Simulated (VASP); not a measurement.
# Sn2C3 (P-3m1) in VASP: relaxation of cell and atoms with PBE

Aim: the relaxation of cell and atoms of Sn2C3 with PBE.

Program: VASP 6.6.1. These are calculated values, not measurements. Logs are shortened: lines on timing, memory, paths and dates and some standing lists are left out, and cuts for length are marked.

**1. The cell of the first run**

The structure is trigonal, space group P-3m1 (No. 164). Conventional cell: a = 3.604 Å, b = 3.604 Å, c = 6.335 Å, α = 90.00°, β = 90.00°, γ = 120.00°. Within 2.9 Å of Sn (site symmetry 3m) lie 7 C at 2.20 to 2.62 Å. Within 3.4 Å of C (site symmetry -3m) lie 6 Sn at 2.56 Å and 6 C at 3.04 Å. C (site symmetry 3m) has 4 Sn at 2.20 to 2.62 Å and 3 C at 2.82 Å within 2.9 Å.

**2. Relaxation of cell and atoms, PBE**

File INCAR:

```
PREC = Accurate
ENCUT = 600
EDIFF = 1E-6
ISMEAR = 0
SIGMA = 0.1
LREAL = False
LASPH = True
NELM = 100
ALGO = Normal
ISIF = 3
LWAVE = False
LCHARG = False
GGA = PE
IBRION = 2
NSW = 100
EDIFFG = -0.01
```

File KPOINTS:

```
Automatic mesh
0
Gamma
  12 12 6
```

File POSCAR:

```
Sn2C3
1.0
    3.6036433101      0.0000000000      0.0000000000
   -1.8018216550      3.1208466527      0.0000000000
    0.0000000000      0.0000000000      6.3350635795
Sn C
2 3
Direct
    0.3333333333      0.6666666667      0.2357170748
    0.6666666667      0.3333333333      0.7642829252
    0.0000000000      0.0000000000      0.0000000000
    0.3333333333      0.6666666667      0.6499331091
    0.6666666667      0.3333333333      0.3500668909
```

Potentials or basis: VASP PAW PBE potentials, release 64 (Sn_d, C).

The run is started by

```bash
cat potpaw_PBE.64/Sn_d/POTCAR potpaw_PBE.64/C/POTCAR > POTCAR
mpirun -np 1 vasp_std > vasp.out
```

OUTCAR:

```text
PREC = Accurate
   ENCUT = 600
   EDIFF = 1E-6
   ISMEAR = 0
   LREAL = False
   LASPH = True
   NELM = 100
   ISIF = 3
   GGA = PE
   IBRION = 2
   NSW = 100
   EDIFFG = -0.01

 ion  position               nearest neighbor table
   1  0.333  0.667  0.236-   5 2.20   5 2.20   5 2.20   3 2.56   3 2.56   3 2.56   4 2.62   2 3.64
                             2 3.64   2 3.64
   2  0.667  0.333  0.764-   4 2.20   4 2.20   4 2.20   3 2.56   3 2.56   3 2.56   5 2.62   1 3.64
                             1 3.64   1 3.64
   3  0.000  0.000  0.000-   1 2.56   2 2.56   1 2.56   2 2.56   2 2.56   1 2.56
   4  0.333  0.667  0.650-   2 2.20   2 2.20   2 2.20   1 2.62
   5  0.667  0.333  0.350-   1 2.20   1 2.20   1 2.20   2 2.62

  LATTYP: Found a hexagonal cell.
 ALAT       =     3.6036433101
 C/A-ratio  =     1.7579607731

  Lattice vectors:

 A1 = (   3.6036433101,   0.0000000000,   0.0000000000)
 A2 = (  -1.8018216550,   3.1208466527,   0.0000000000)
 A3 = (   0.0000000000,   0.0000000000,   6.3350635795)

Analysis of symmetry for initial positions (statically):
=====================================================================
 Subroutine PRICEL returns:
 Original cell was already a primitive cell.

 Routine SETGRP: Setting up the symmetry group for a
 hexagonal supercell.

 Subroutine GETGRP returns: Found 12 space group operations
 (whereof 12 operations were pure point group operations)
 out of a pool of 24 trial point group operations.

The static configuration has the point symmetry D_3d.

Analysis of symmetry for dynamics (positions and initial velocities):
=====================================================================
 Subroutine PRICEL returns:
 Original cell was already a primitive cell.

 Routine SETGRP: Setting up the symmetry group for a
 hexagonal supercell.

 Subroutine GETGRP returns: Found 12 space group operations
 (whereof 12 operations were pure point group operations)
 out of a pool of 24 trial point group operations.

The dynamic configuration has the point symmetry D_3d.

 Subroutine INISYM returns: Found 12 space group operations
 (whereof 12 operations are pure point group operations),
 and found     1 'primitive' translations

----------------------------------------------------------------------------------------

                                     Primitive cell

  volume of cell :      71.2468

  direct lattice vectors                    reciprocal lattice vectors
     3.603643310  0.000000000  0.000000000     0.277496942  0.160212934  0.000000000
    -1.801821655  3.120846653  0.000000000     0.000000000  0.320425869  0.000000000
     0.000000000  0.000000000  6.335063579     0.000000000  0.000000000  0.157851612

  length of vectors
     3.603643310  3.603643310  6.335063579     0.320425869  0.320425869  0.157851612

  position of ions in fractional coordinates (direct lattice)
     0.333333333  0.666666667  0.235717075
     0.666666667  0.333333333  0.764282925
     0.000000000  0.000000000  0.000000000
     0.333333333  0.666666667  0.649933109
     0.666666667  0.333333333  0.350066891

  ion indices of the primitive-cell ions
   primitive index   ion index
                 1           1
                 2           2
                 3           3
                 4           4
                 5           5

----------------------------------------------------------------------------------------

 KPOINTS: Automatic mesh

Automatic generation of k-mesh.
 Grid dimensions read from file:
 generate k-points for:   12   12    6

 Generating k-lattice:

  Cartesian coordinates                     Fractional coordinates (reciprocal lattice)
     0.023124745  0.013351078  0.000000000     0.083333333 -0.000000000  0.000000000
     0.000000000  0.026702156  0.000000000     0.000000000  0.083333333  0.000000000
     0.000000000  0.000000000  0.026308602     0.000000000  0.000000000  0.166666667

  Length of vectors
     0.026702156  0.026702156  0.026308602

  Shift w.r.t. Gamma in fractional coordinates (k-lattice)
     0.000000000  0.000000000  0.000000000

 Subroutine IBZKPT returns following result:
 ===========================================

 Found    100 irreducible k-points:

 Following reciprocal coordinates:
            Coordinates               Weight
  0.000000  0.000000  0.000000      1.000000
  0.083333  0.000000  0.000000      6.000000
  0.166667 -0.000000  0.000000      6.000000
  0.250000 -0.000000  0.000000      6.000000
  0.333333  0.000000  0.000000      6.000000
  0.416667  0.000000  0.000000      6.000000
[... 16 lines left out ...]
  0.166667 -0.000000  0.166667      6.000000
  0.000000  0.166667  0.166667      6.000000
 [... further k-points ...]
   k-points           NKPTS =    100   k-points in BZ     NKDIM =    100   number of bands    NBANDS=     24
   number of dos      NEDOS =    301   number of ions     NIONS =      5
   total plane-waves  NPLWV =  48600
   dimension x,y,z NGX =    30 NGY =   30 NGZ =   54
   dimension x,y,z NGXF=    60 NGYF=   60 NGZF=  108
   ions per type =               2   3
   NGX,Y,Z   is equivalent  to a cutoff of  13.84, 13.84, 14.17 a.u.
   NGXF,Y,Z  is equivalent  to a cutoff of  27.68, 27.68, 28.34 a.u.
 SYSTEM =  unknown system
   PREC   = accura    normal or accurate (medium, high low for compatibility)
   ISTART =      0    job   : 0-new  1-cont  2-samecut
   ICHARG =      2    charge: 1-file 2-atom 10-const
   ISPIN  =      1    spin polarized calculation?
   LNONCOLLINEAR =      F non collinear calculations
   LSORBIT =      F    spin-orbit coupling
   LASPH  =      T    aspherical Exc in radial PAW
   ENCUT  =  600.0 eV  44.10 Ry    6.64 a.u.   7.20  7.20 12.65*2*pi/ulx,y,z
   NELM   =    100;   NELMIN=  2; NELMDL= -5     # of ELM steps
   EDIFF  = 0.1E-05   stopping-criterion for ELM
   LREAL  =      F    real-space projection
   EDIFFG = -.1E-01   stopping-criterion for IOM
   NSW    =    100    number of steps for IOM
   IBRION =      2    ionic relax: 0-MD 1-quasi-New 2-CG
   NFREE  =      1    steps in history (QN), initial steepest desc. (CG)
   ISIF   =      3    stress and relaxation
   ISYM   =      2    0-nonsym 1-usesym 2-fastsym
   POTIM  = 0.5000    time-step for ionic-motion
   TEBEG  =    0.0;   TEEND  =   0.0 temperature during run
   PSTRESS=    0.0 pullay stress
   NELECT =      40.0000    total number of electrons
   NUPDOWN=      -1.0000    fix difference up-down
   EMIN   =  10.00;   EMAX   =-10.00  energy-range for DOS
   EFERMI =   0.00;   METHOD = LEGACY
   ISMEAR =     0;   SIGMA  =   0.10  broadening in eV -4-tet -1-fermi 0-gaus
   EFERMI_NEDOS =   21; number of points for ismear=-14 and -15
   IALGO  =     38    algorithm
   IMIX   =      4    mixing-type and parameters
     AMIX     =   0.40;   BMIX     =  1.00
     AMIX_MAG =   1.60;   BMIX_MAG =  1.00
  volume/ion in A,a.u.               =      14.25        96.16
  Fermi-wavevector in a.u.,A,eV,Ry     =   1.350537  2.552145 24.816342  1.823950
  Thomas-Fermi vector in A             =   2.478033
   LORBIT       =      0    0 simple, 1 ext, 2 COOP (PROOUT), +10 PAW based schemes
   GGA     = PE    functional components
   LHFCALC =     F    Hartree Fock is set to
   AEXX    =    0.0000 exact exchange contribution
   IVDW    =     0    specifies the selected vdW correction
   LEPSILON=     F    determine dielectric tensor
   LRPA    =     F    only Hartree local field effects (RPA)
 conjugate gradient relaxation of ions
 non-spin polarized calculation
 Gauss-broadening in eV      SIGMA  =   0.10
  energy-cutoff  :      600.00
  volume of cell :       71.25
 maximum number of plane-waves:      2403
 NGX is ok and might be reduce to    30
   NGX = 15   NGY = 15   NGZ = 25

--------------------------------------- Ionic step        1  -------------------------------------------

 number of electron      40.0000002 magnetization

 Free energy of the ion-electron system (eV)
  ---------------------------------------------------
  ext. energy  EPLUGINS =         0.00000000
  ---------------------------------------------------
  free energy    TOTEN  =       -24.98088629 eV

  energy without entropy =      -24.96659068  energy(sigma->0) =      -24.97373848

------------------------ aborting loop because EDIFF is reached ----------------------------------------

  FORCE on cell =-STRESS in cart. coord.  units (eV):
  Direction    XX          YY          ZZ          XY          YZ          ZX
  --------------------------------------------------------------------------------------
  -------------------------------------------------------------------------------------
  Total        0.0258510      0.0258510      0.3227391      0.0000000     -0.0000000      0.0000000
  in kB        0.5813303      0.5813303      7.2576656      0.0000000     -0.0000000      0.0000000
  external PRESSURE =       2.8067754 kB  Pullay stress =       0.0000000 kB

 VOLUME and BASIS-vectors are now :
 -----------------------------------------------------------------------------
  energy-cutoff  :      600.00
  volume of cell :       71.25
      direct lattice vectors                 reciprocal lattice vectors
     3.603643310  0.000000000  0.000000000     0.277496942  0.160212934  0.000000000
    -1.801821655  3.120846653  0.000000000     0.000000000  0.320425869  0.000000000
     0.000000000  0.000000000  6.335063579     0.000000000  0.000000000  0.157851612
[... 274 lines left out ...]
 POSITION                                       TOTAL-FORCE (eV/Angst)
 -----------------------------------------------------------------------------------
     -0.00000      2.07915      1.50470        -0.000000      0.000000      0.009478
      1.80060      1.03958      4.86831         0.000000     -0.000000     -0.009478
      0.00000      0.00000      0.00000        -0.000000     -0.000000     -0.000000
     -0.00000      2.07915      4.15462        -0.000000      0.000000      0.003436
      1.80060      1.03958      2.21840         0.000000     -0.000000     -0.003436
 -----------------------------------------------------------------------------------
    total drift:                                0.000000      0.000000      0.000000

  FREE ENERGIE OF THE ION-ELECTRON SYSTEM (eV)
  ---------------------------------------------------
  free  energy   TOTEN  =       -24.9827061048 eV

  energy  without entropy=      -24.9683266892  energy(sigma->0) =      -24.97551640

--------------------------------------- Ionic step        9  -------------------------------------------

 number of electron      40.0000000 magnetization

 Free energy of the ion-electron system (eV)
  ---------------------------------------------------
  ext. energy  EPLUGINS =         0.00000000
  ---------------------------------------------------
  free energy    TOTEN  =       -24.98272048 eV

  energy without entropy =      -24.96837099  energy(sigma->0) =      -24.97554574

 E-fermi :   7.7926     XC(G=0): -11.1510

 val. band max:        7.7867887389   @ k =   0.3333   0.0000   0.0000
 cond. band min:       7.8036217722   @ k =   0.2500  -0.0000   0.0000
 fundamental gap:      0.0168330333
 Fermi energy:         7.7925798119

 k-point     1 :       0.0000    0.0000    0.0000
  band No.  band energies     occupation
      1     -13.4645      2.00000
      2     -13.4550      2.00000
      3     -13.4027      2.00000
      4     -13.4027      2.00000
      5     -13.3992      2.00000
      6     -13.3992      2.00000
[... 16 lines left out ...]
     23       9.9712      0.00000
     24      11.2060      0.00000
[... 598 lines left out ...]
      2     -13.4408      2.00000
      3     -13.4108      2.00000
      4     -13.4037      2.00000
      5     -13.3885      2.00000
      6     -13.3849      2.00000
[... 16 lines left out ...]
     23      10.5790      0.00000
     24      11.6447      0.00000

 [... further k-points ...]

------------------------ aborting loop because EDIFF is reached ----------------------------------------

  FORCE on cell =-STRESS in cart. coord.  units (eV):
  Direction    XX          YY          ZZ          XY          YZ          ZX
  --------------------------------------------------------------------------------------
  -------------------------------------------------------------------------------------
  Total        0.0294912      0.0294912      0.0277746      0.0000000      0.0000000      0.0000000
  in kB        0.6598793      0.6598793      0.6214702      0.0000000      0.0000000      0.0000000
  external PRESSURE =       0.6470763 kB  Pullay stress =       0.0000000 kB

 VOLUME and BASIS-vectors are now :
 -----------------------------------------------------------------------------
  energy-cutoff  :      600.00
  volume of cell :       71.60
      direct lattice vectors                 reciprocal lattice vectors
     3.601016752 -0.000000000  0.000000000     0.277699347  0.160329793  0.000000000
    -1.800508376  3.118571987  0.000000000     0.000000000  0.320659585 -0.000000000
    -0.000000000  0.000000000  6.376134838    -0.000000000 -0.000000000  0.156834826

 POSITION                                       TOTAL-FORCE (eV/Angst)
 -----------------------------------------------------------------------------------
     -0.00000      2.07905      1.50592        -0.000000      0.000000      0.003137
      1.80051      1.03952      4.87021         0.000000     -0.000000     -0.003137
      0.00000      0.00000      0.00000         0.000000     -0.000000      0.000000
     -0.00000      2.07905      4.15582        -0.000000      0.000000      0.008897
      1.80051      1.03952      2.22031         0.000000     -0.000000     -0.008897
 -----------------------------------------------------------------------------------
    total drift:                               -0.000000      0.000000      0.000000

  FREE ENERGIE OF THE ION-ELECTRON SYSTEM (eV)
  ---------------------------------------------------
  free  energy   TOTEN  =       -24.9827204769 eV

  energy  without entropy=      -24.9683709949  energy(sigma->0) =      -24.97554574

 reached required accuracy - stopping structural energy minimisation
```

Wall time 8.2 min (1 thread of AMD EPYC 9R45 (Zen 5), shared host); peak memory 0.31 GiB.

Results:

| Quantity | Value |
| --- | --- |
| Free energy | -24.9827 eV |
| Relaxed volume | 14.32 Å³/atom |
| Relaxed cell | a = 3.601 Å, b = 3.601 Å, c = 6.376 Å, α = 90.00°, β = 90.00°, γ = 120.00° |
| Space group after relaxing (to 0.1 Å) | P-3m1 (No. 164) |
| Energy gained by relaxing | 0.4 meV/atom |
| Ionic steps | 9 |
| Pressure after relaxing | 0.1 GPa |
| Largest force after relaxing | 0.009 eV/Å |
| Band gap on the k mesh | zero (bands 20 and 21 overlap by 1.90 eV) |

Forces in eV/Å, atoms in the order of the input:
```
Sn   0.000  0.000  0.003
Sn   0.000  0.000 -0.003
C    0.000  0.000  0.000
C    0.000  0.000  0.009
C    0.000  0.000 -0.009
```

The path:
| step | energy change (eV) | largest force (eV/Å) | pressure (GPa) | volume (Å³) |
| --- | --- | --- | --- | --- |
| 1 | 0.0000 | 0.0454 | 0.28 | 71.25 |
| 2 | -0.0010 | 0.0479 | -0.02 | 71.50 |
| 3 | -0.0012 | 0.0508 | -0.36 | 71.79 |
| 4 | -0.0016 | 0.0293 | -0.09 | 71.72 |
| 5 | -0.0016 | 0.0275 | -0.05 | 71.71 |
| 6 | -0.0017 | 0.0212 | 0.00 | 71.67 |
| 7 | -0.0018 | 0.0155 | 0.04 | 71.64 |
| 8 | -0.0018 | 0.0095 | 0.12 | 71.58 |
| 9 | -0.0018 | 0.0089 | 0.06 | 71.60 |

Final structure:
```xyz
5
Lattice="3.6010 0.0000 0.0000 -1.8005 3.1186 0.0000 0.0000 0.0000 6.3761" Properties=species:S:1:pos:R:3 pbc="T T T"
Sn    0.0000    2.0790    1.5059
Sn    1.8005    1.0395    4.8702
C     0.0000    0.0000    0.0000
C     0.0000    2.0790    4.1558
C     1.8005    1.0395    2.2203
```

Caveat: spin-orbit coupling is left out, which moves the levels of the heavy elements.
